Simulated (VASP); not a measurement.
Input of a VASP 6.6.1 run:

Contents of INCAR:

```
PREC = Accurate ; ENCUT = 520
EDIFF = 1E-7 ; ISMEAR = 1
SIGMA = 0.1 ; LREAL = Auto
LASPH = True ; NELM = 80
ALGO = Normal ; ISIF = 2
LWAVE = False ; LCHARG = False
GGA = PE ; NBANDS = 121
KPAR = 4
```

KPOINTS

```
regular mesh
0
Gamma
  5 5 5
```

Contents of POSCAR:

```
Nb16O
1.0
    6.6171497900      0.0000000000      0.0000000000
    0.0000000000      6.6171497900      0.0000000000
    0.0000000000      0.0000000000      6.6171497900
Nb O
16 1
Direct
    0.0069089000     -0.0063674100     -0.0001845700
    0.2503255600      0.2501367200      0.2488431900
   -0.0002409300      0.0007689300      0.4998169100
    0.2504552100      0.2501319700      0.7507507000
    0.0069126500      0.5066864900     -0.0001464800
    0.2503793200      0.7501477800      0.2542740500
   -0.0002254300      0.4995063800      0.4998644600
    0.2503872500      0.7501440500      0.7453055100
    0.4938615500     -0.0063601300     -0.0002679800
    0.7503105100      0.2501038900      0.2054320900
    0.5010231800      0.0007695200      0.4997198400
    0.7504891600      0.2501867600      0.7941392000
    0.4938653400      0.5066816700     -0.0002236300
    0.7503699000      0.7501050000      0.2488459100
    0.5010276800      0.4995020700      0.4997741900
    0.7503762900      0.7501733900      0.7507502100
    0.7504312600      0.2501590100      0.4997860200
```

Potentials or basis: VASP PAW PBE potentials, release 64 (Nb_sv, O).

Run with:

```sh
$ cat potpaw_PBE.64/Nb_sv/POTCAR potpaw_PBE.64/O/POTCAR > POTCAR
$ mpirun -np 4 vasp_std > vasp.out
```

(1) Predict the largest force.

(2) Predict the pressure.

(3) Predict the band gap on the k mesh.

Results:

(1) 0.173 eV/Å.

(2) 5.4 GPa.

(3) zero (bands 107 and 108 overlap by 1.50 eV).
